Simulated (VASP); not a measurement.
# Ba2C in VASP: a series of runs, part 2 of 2

VASP 6.6.1. Earlier steps stand in the parts before.

**5. Single point, PBE**

Input file INCAR:

```
SYSTEM = Ba2C
  ALGO = Normal
  DIPOL = 0.5 0.5 0.299
  EDIFF = 1E-6
  ENCUT = 520
  GGA = PE
  IDIPOL = 3
  ISIF = 2
  ISMEAR = 0
  LASPH = .TRUE.
  LCHARG = .FALSE.
  LDIPOL = .TRUE.
  LREAL = .FALSE.
  LWAVE = .FALSE.
  NBANDS = 19
  NELM = 100
  PREC = Accurate
  SIGMA = 0.1
```

Input file KPOINTS:

```
k-points
0
G
  14 14 1
  0 0 0
```

Input file POSCAR:

```
Ba2C
1.0
    3.6001246951      0.0000000000      0.0000000000
    0.0000000000      3.6001246951      0.0000000000
    0.0000000000      0.0000000000     30.0829014400
Ba C
2 1
Direct
    0.0000000000      0.0000000000      0.2482009004
    0.0000000000      0.0000000000      0.3501456400
    0.5000000000      0.5000000000      0.2991732702
```

Potentials or basis: VASP PAW PBE potentials, release 64 (Ba_sv, C).

Started as:

```sh
$ cat potpaw_PBE.64/Ba_sv/POTCAR potpaw_PBE.64/C/POTCAR > POTCAR
$ mpirun -np 1 vasp_std > vasp.out
```

OUTCAR:

```text
SYSTEM = Ba2C
   EDIFF = 1E-6
   ENCUT = 520
   GGA = PE
   ISIF = 2
   ISMEAR = 0
   LASPH = .TRUE.
   LREAL = .FALSE.
   NELM = 100
   PREC = Accurate

 ion  position               nearest neighbor table
   1  0.000  0.000  0.248-   3 2.97   3 2.97   3 2.97   3 2.97   2 3.07   2 4.73   2 4.73   2 4.73
                             2 4.73
   2  0.000  0.000  0.350-   3 2.97   3 2.97   3 2.97   3 2.97   1 3.07   1 4.73   1 4.73   1 4.73
                             1 4.73
   3  0.500  0.500  0.299-   1 2.97   2 2.97   1 2.97   2 2.97   1 2.97   2 2.97   1 2.97   2 2.97

  LATTYP: Found a simple tetragonal cell.
 ALAT       =     3.6001246951
 C/A-ratio  =     8.3560720774

  Lattice vectors:

 A1 = (   3.6001246951,   0.0000000000,   0.0000000000)
 A2 = (   0.0000000000,   3.6001246951,   0.0000000000)
 A3 = (   0.0000000000,   0.0000000000,  30.0829014400)

Analysis of symmetry for initial positions (statically):
=====================================================================
 Subroutine PRICEL returns:
 Original cell was already a primitive cell.

 Routine SETGRP: Setting up the symmetry group for a
 simple tetragonal supercell.

 Subroutine GETGRP returns: Found 16 space group operations
[... 180 lines left out ...]

 k-point     1 :       0.0000    0.0000    0.0000
  band No.  band energies     occupation
      1     -29.6026      2.00000
      2     -29.2419      2.00000
      3     -16.0421      2.00000
      4     -14.0019      2.00000
      5     -14.0019      2.00000
      6     -13.9110      2.00000
[... 505 lines left out ...]
      6     -14.5026      2.00000
[... 11 lines left out ...]
     18       2.3789      0.00000
     19       2.6791      0.00000

 [... further k-points ...]

------------------------ aborting loop because EDIFF is reached ----------------------------------------

 vacuum level on the upper side and lower side of the slab       (xc-potential included)        -0.005        -0.005

  FORCE on cell =-STRESS in cart. coord.  units (eV):
  Direction    XX          YY          ZZ          XY          YZ          ZX
  --------------------------------------------------------------------------------------
  -------------------------------------------------------------------------------------
  Total        0.7853533      0.7853533      0.9926792      0.0000000      0.0000000      0.0000000
  in kB        3.2271625      3.2271625      4.0791033      0.0000000      0.0000000      0.0000000
  external PRESSURE =       3.5111428 kB  Pullay stress =       0.0000000 kB

 VOLUME and BASIS-vectors are now :
 -----------------------------------------------------------------------------
  energy-cutoff  :      520.00
  volume of cell :      389.90
      direct lattice vectors                 reciprocal lattice vectors
     3.600124695  0.000000000  0.000000000     0.277768157  0.000000000  0.000000000
     0.000000000  3.600124695  0.000000000     0.000000000  0.277768157  0.000000000
     0.000000000  0.000000000 30.082901440     0.000000000  0.000000000  0.033241474

 POSITION                                       TOTAL-FORCE (eV/Angst)
 -----------------------------------------------------------------------------------
      0.00000      0.00000      7.46660         0.000000      0.000000     -0.324983
      0.00000      0.00000     10.53340         0.000000      0.000000      0.324983
      1.80006      1.80006      9.00000         0.000000     -0.000000      0.000000
 -----------------------------------------------------------------------------------
    total drift:                                0.000000      0.000000      0.000105

  FREE ENERGIE OF THE ION-ELECTRON SYSTEM (eV)
  ---------------------------------------------------
  free  energy   TOTEN  =       -10.2790689254 eV

  energy  without entropy=      -10.2664887241  energy(sigma->0) =      -10.27277882

 vacuum level on the upper side and lower side of the slab         1.419         1.419
```

Run time: 3.8 min. Hardware: 1 thread of Intel Xeon 6975P-C (Granite Rapids), shared host; peak memory 0.58 GiB.

Results:

* Free energy: -10.2791 eV
* Largest force: 0.325 eV/Å
* Band gap on the k mesh: zero (bands 12 and 13 overlap by 0.07 eV)

Forces in eV/Å, atoms in the order of the input:
```
Ba   0.000  0.000 -0.325
Ba   0.000  0.000  0.325
C    0.000  0.000  0.000
```

Levels at points of the mesh, in eV from the Fermi level:
```
           k point  band 8  band 9  band 10  band 11  band 12  band 13  band 14  band 15  band 16  band 17
(0.00, 0.00, 0.00)  -12.73   -8.25    -2.20    -0.72    -0.02     0.10     0.14     0.14     0.82     0.98
(0.50, 0.00, 0.00)  -12.58   -7.73    -1.79    -0.22     0.03     0.22     0.90     1.20     1.33     2.67
(0.50, 0.50, 0.00)  -12.60   -8.30    -2.24    -2.07    -2.07     1.23     2.41     2.54     2.54     3.43
```

Caveat: spin-orbit coupling is left out, which moves the levels of the heavy elements.

**6. Single point, PBE**

This run uses another cell than the first one.

Input file INCAR:

```
ALGO     = Normal         # electronic algorithm
DIPOL    = 0.5 0.5 0.500
EDIFF    = 1E-6           # SCF threshold, eV
ENCUT    = 520            # plane-wave cutoff, eV
GGA      = PE             # functional
IDIPOL   = 3            
ISIF     = 2              # what is computed and relaxed
ISMEAR   = 0              # smearing method
LASPH    = T              # aspherical terms in the spheres
LCHARG   = F              # write CHGCAR
LDIPOL   = T            
LREAL    = F              # projectors in reciprocal space
LWAVE    = F              # write WAVECAR
NBANDS   = 19             # bands
NELM     = 100            # most SCF steps
PREC     = Accurate       # precision mode
SIGMA    = 0.1            # smearing width, eV
```

Input file KPOINTS:

```
k-points
0
Gamma
  4 4 1
```

Input file POSCAR:

```
Ba2C
1.0
    4.0916300000      0.0000000000      0.0000000000
    0.0000000000      4.0916300000      0.0000000000
    0.0000000000      0.0000000000     18.0000000000
Ba C
2 1
Direct
    0.0000000000      0.0000000000      0.4127374800
    0.0000000000      0.0000000000      0.5872625200
    0.5000000000      0.5000000000      0.5000000000
```

Potentials or basis: VASP PAW PBE potentials, release 64 (Ba_sv, C).

Started as:

```sh
$ cat potpaw_PBE.64/Ba_sv/POTCAR potpaw_PBE.64/C/POTCAR > POTCAR
$ mpirun -np 1 vasp_std > vasp.out
```

Run time: 76 s. Hardware: 1 thread of Intel Xeon Platinum 8375C at 2.90GHz (Ice Lake), shared host; peak memory 0.34 GiB.

Results (log left out):

| Quantity | Value |
| --- | --- |
| Free energy | -9.5763 eV |
| Largest force | 0.150 eV/Å |
| Band gap on the k mesh | zero (bands 12 and 13 overlap by 0.07 eV) |

Forces on the atoms (eV/Å):
```
Ba   0.000  0.000 -0.150
Ba   0.000  0.000  0.150
C    0.000  0.000  0.000
```

Levels at points of the mesh, in eV from the Fermi level:
```
           k point  band 10  band 11  band 12  band 13  band 14  band 15
(0.00, 0.00, 0.00)    -1.83    -0.68     0.05     0.05     0.25     0.40
(0.50, 0.00, 0.00)    -1.63    -0.20    -0.03     0.15     0.92     0.98
(0.50, 0.50, 0.00)    -1.44    -1.44    -1.28     1.40     1.57     2.23
```

Caveat: the k points lie up to 0.38 Å⁻¹ apart; spin-orbit coupling is left out, which moves the levels of the heavy elements.

**7. Overview**

```csv
cell,k mesh,smearing,gap on the mesh (eV),largest force (eV/Å)
"a = 3.600, b = 3.600, c = 30.083 Å, 3 atoms, atomic positions A",10 × 10 × 1,gaussian 0.01 eV,0.01,0.32
"a = 3.601, b = 3.601, c = 30.083 Å, 3 atoms, atomic positions A",14 × 14 × 1,gaussian 0.1 eV,none,0.31
"a = 3.600, b = 3.600, c = 30.083 Å, 3 atoms, atomic positions A",14 × 14 × 1,gaussian 0.1 eV,none,0.32
"a = 4.092, b = 4.092, c = 18.000 Å, 3 atoms, atomic positions B",4 × 4 × 1,gaussian 0.1 eV,none,0.15
```

Alike in all rows: task single point; level PBE; potentials or basis VASP PAW PBE potentials, release 64 (Ba_sv, C); no spin polarisation; cutoff (eV) 520.

Caveats: some runs use coarse meshes; spin-orbit coupling is left out, which moves the levels of the heavy elements.

Total energies depend on the potentials used, so only differences within one code and one set of settings carry meaning.
